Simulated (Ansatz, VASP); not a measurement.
One calculation of Ga, two programs

File POSCAR:

```
Ga
1.0
    2.7660252371      0.0000000000      0.0000000000
    0.0000000000      2.7660252371      0.0000000000
    0.0000000000      0.0000000000      2.7660252371
Ga
1
Direct
    0.0000000000      0.0000000000      0.0000000000
```

INCAR.step1

```
SYSTEM = Ga
PREC     = Accurate       ! precision mode
ENCUT    = 600            ! plane-wave cutoff, eV
ISMEAR   = -1             ! smearing method
SIGMA    = 0.1            ! smearing width, eV
LREAL    = .False.        ! projectors in reciprocal space
LASPH    = .True.         ! aspherical terms in the spheres
NELM     = 80             ! most SCF steps
GGA      = PE             ! functional
ALGO     = Normal         ! electronic algorithm
EDIFF    = 1E-4           ! SCF threshold, eV
LWAVE    = .True.         ! write WAVECAR
LCHARG   = .False.        ! write CHGCAR
```

File INCAR.step2:

```
SYSTEM = Ga
PREC     = Accurate       ! precision mode
ENCUT    = 600            ! plane-wave cutoff, eV
EDIFF    = 1E-7           ! SCF threshold, eV
ISMEAR   = -1             ! smearing method
SIGMA    = 0.1            ! smearing width, eV
LREAL    = .False.        ! projectors in reciprocal space
LASPH    = .True.         ! aspherical terms in the spheres
NELM     = 80             ! most SCF steps
ALGO     = Normal         ! electronic algorithm
ISIF     = 3              ! what is computed and relaxed
LWAVE    = .False.        ! write WAVECAR
LCHARG   = .False.        ! write CHGCAR
METAGGA  = R2SCAN         ! meta-GGA
LMIXTAU  = .True.       
IBRION   = 2              ! ionic algorithm
NSW      = 80             ! ionic steps
EDIFFG   = -0.01          ! ionic threshold
ISTART   = 1
```

The input KPOINTS:

```
regular mesh
0
Gamma
  11 11 11
  0 0 0
```

Input for Ansatz:

```yaml
crystal:
  lattice:
    - [2.7660252371, 0.0, 0.0]
    - [0.0, 2.7660252371, 0.0]
    - [0.0, 0.0, 2.7660252371]
  atoms:
    - { symbol: Ga, position: [0.0, 0.0, 0.0] }
hamiltonian:
  xc: r2scan
  pseudopotentials:
    kind: paw
    azcp:
      Ga: "pseudopotentials/Ga.paw.azcp"
basis:
  ecutwfc: 500
  fft_grid_basis: typed
kpoints:
  mp_grid: { grid: [11, 11, 11], shift: [0, 0, 0] }
magnetization:
  spin_polarized: false
scf:
  occupations: { method: fermi_dirac, width: 0.1 }
relax:
  max_steps: 60
  f_tol: 0.01
  cell: {}
```

Alike in both runs: task relaxation of cell and atoms; functional r2SCAN; k mesh 11 × 11 × 11; occupations fermi-dirac, width 0.1 eV; no spin polarisation.

```csv
,VASP,Ansatz
version,VASP 6.6.1,Ansatz 0.2.0
potentials or method,"VASP PAW PBE potentials, release 64 (Ga_d), cutoff 600 eV","plane waves (500 eV) with PAW, scalar-relativistic"
valence electrons in the cell,13,13
```

|  | VASP | Ansatz | Ansatz less VASP |
| --- | --- | --- | --- |
| relaxed volume (Å³/atom) | 19.05 | 19.05 | -0.002 |
| relaxed length of the cell vector where the two differ most in proportion (Å) | 2.671 | 2.671 | -0.0001 |

VASP's potentials were made for PBE, not for r2SCAN.
